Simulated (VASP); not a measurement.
Write the native input for VASP 6.6.1 that does the following.

```
Task                   : single point
Functional             : PBE
Potentials or basis    : VASP PAW PBE potentials, release 64 (Pt)
Cutoff                 : 520 eV
k mesh                 : 41 × 41 × 41
Occupations            : fermi-dirac, width 0.0612256 eV
Spin                   : no spin polarisation
Dipole correction      : no
Further INCAR settings : ALGO = Normal; EDIFF = 1e-06; NBANDS = 11
```

The structure of Pt lies in POSCAR:

```
Pt
1.0
    2.6430977755      0.0000000000      0.0000000000
    0.0000000000      2.6430977755      0.0000000000
    0.0000000000      0.0000000000      2.6430977755
Pt
1
Direct
    0.0000000000      0.0000000000      0.0000000000
```

These files were run (other wordings do the same):

INCAR

```
PREC     = Accurate       # precision mode
ENCUT    = 520            # plane-wave cutoff, eV
EDIFF    = 1E-6           # SCF threshold, eV
ISMEAR   = -1             # smearing method
SIGMA    = 0.06122561905347299 # smearing width, eV
LREAL    = F              # projectors in reciprocal space
LASPH    = T              # aspherical terms in the spheres
NELM     = 60             # most SCF steps
ALGO     = Normal         # electronic algorithm
ISIF     = 2              # what is computed and relaxed
LWAVE    = F              # write WAVECAR
LCHARG   = F              # write CHGCAR
GGA      = PE             # functional
NBANDS   = 11             # bands
```

KPOINTS

```
Automatic mesh
0
Gamma
  41 41 41
```

Potentials or basis: VASP PAW PBE potentials, release 64 (Pt).

Launch:

```sh
$ cat potpaw_PBE.64/Pt/POTCAR > POTCAR
$ mpirun -np 1 vasp_std > vasp.out
```

It gave:

```
Pressure               : -4.1 GPa
Band gap on the k mesh : zero (band 5 reaches 9.78 eV, above the bottom of band 6 at 6.80 eV)
```

Caveat: spin-orbit coupling is left out, which moves the levels of the heavy elements.

Run time: 2.3 min on 1 thread of AMD EPYC 7R13 Processor (Zen 3), on a shared host, peak memory 0.41 GiB.
